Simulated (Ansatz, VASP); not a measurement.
## One calculation of MgO, two programs

INCAR

```
  ALGO = Normal
  EDIFF = 1E-6
  ENCUT = 520
  GGA = PE
  ISIF = 2
  ISMEAR = 0
  LASPH = T
  LCHARG = F
  LREAL = F
  LWAVE = F
  NBANDS = 36
  NELM = 80
  PREC = Accurate
  SIGMA = 0.05
```

The input KPOINTS:

```
k-points
0
Gamma
  4 4 4
```

Contents of POSCAR:

```
MgO
1.0
    5.6335409551      0.0000000000      0.0000000000
    0.0000000000      5.6335409551      0.0000000000
    0.0000000000      0.0000000000      5.6335409551
Mg O
6 6
Direct
    0.2500000000     -0.0104511100      0.5000000000
    0.0000000000      0.5108498801      0.2500000000
    0.5000000000      0.7449942673      0.0000000000
    0.7500000000     -0.0104511100      0.5000000000
    0.0000000000      0.5108498801      0.7500000000
    0.5000000000      0.2449942673      0.0000000000
    0.2500000000      0.5127295540      0.0000000000
    0.5000000000     -0.0039660923      0.2500000000
    0.0000000000      0.7482352396      0.5000000000
    0.7500000000      0.5127295540      0.0000000000
    0.5000000000     -0.0039660923      0.7500000000
    0.0000000000      0.2482352396      0.5000000000
```

Input for Ansatz:

```yaml
crystal:
  lattice:
    - [5.6335409551, 0.0, 0.0]
    - [0.0, 5.6335409551, 0.0]
    - [0.0, 0.0, 5.6335409551]
  atoms:
    - { symbol: Mg, position: [0.25, -0.01045111, 0.5] }
    - { symbol: Mg, position: [0.0, 0.5108498801, 0.25] }
    - { symbol: Mg, position: [0.5, 0.7449942673, 0.0] }
    - { symbol: Mg, position: [0.75, -0.01045111, 0.5] }
    - { symbol: Mg, position: [0.0, 0.5108498801, 0.75] }
    - { symbol: Mg, position: [0.5, 0.2449942673, 0.0] }
    - { symbol: O, position: [0.25, 0.512729554, 0.0] }
    - { symbol: O, position: [0.5, -0.0039660923, 0.25] }
    - { symbol: O, position: [0.0, 0.7482352396, 0.5] }
    - { symbol: O, position: [0.75, 0.512729554, 0.0] }
    - { symbol: O, position: [0.5, -0.0039660923, 0.75] }
    - { symbol: O, position: [0.0, 0.2482352396, 0.5] }
basis:
  ecutwfc: 520.0
kpoints:
  mp_grid: { grid: [4, 4, 4] }
hamiltonian:
  xc: pbe
  pseudopotentials: { kind: paw, azcp: { folder: soft_1 } }
scf:
  occupations: { method: gaussian, width: 0.05 }
output:
  forces: true
  stress: true
  eigenvalues: true
```

Change from the starting cell: mode 14 frozen in at -0.060 Å and mode 24 at -0.028 Å (largest displacements).

Alike in both runs: task single point; functional PBE; k mesh 4 × 4 × 4; occupations gaussian, width 0.05 eV; no spin polarisation.

```csv
,VASP,Ansatz
version,VASP 6.6.1,Ansatz 0.2.0
potentials or method,"VASP PAW PBE potentials, release 64 (Mg, O), cutoff 520 eV","scalar-relativistic, plane waves, PAW"
valence electrons in the cell,48,96
```

```csv
,VASP,Ansatz,Ansatz less VASP
gap on the k mesh at the Fermi level (eV),2.86,2.88,+0.014
least direct gap on the mesh (eV),2.87,2.88,+0.014
pressure (GPa),0.0,0.3,+0.31
"traceless stress, the component that is largest in VASP (GPa)",0.15,0.15,-0.002
rms of the force components (eV/Å),0.325,0.322,-0.0032
```

Atom by atom the forces differ by 0.003 eV/Å (rms over components). VASP's potentials hold 48 valence electrons a cell and Ansatz's 96, so a difference there can come from the potentials and not from the codes.
